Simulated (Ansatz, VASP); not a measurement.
## P in VASP and in Ansatz

```xyz
1
Lattice="1.8724 0.0000 0.0000 0.0000 1.8724 0.0000 0.0000 0.0000 1.8724" Properties=species:S:1:pos:R:3 pbc="T T T"
P     0.0000    0.0000    0.0000
```

Change from the starting cell: volume scaled by 0.45, LAPW.

Alike in both runs: task single point; functional PBE; k mesh 17 × 17 × 17; occupations fermi-dirac, width 0.1 eV; no spin polarisation.

|  | VASP | Ansatz |
| --- | --- | --- |
| version | VASP 6.6.1 | Ansatz 0.2.0 |
| potentials or method | VASP PAW PBE potentials, release 64 (P), cutoff 520 eV | all-electron LAPW, scalar-relativistic |

Ansatz gave:

| Item | Value |
| --- | --- |
| pressure (GPa) | 491.9 |

Which values does VASP return?

Pressure (GPa): 486.6.

Both programs put the cell under a high pressure, so it lies far from rest at this level. Ansatz ran all-electron here, and VASP with PAW potentials.

Noted on VASP's run: the cell as given lies far from equilibrium.
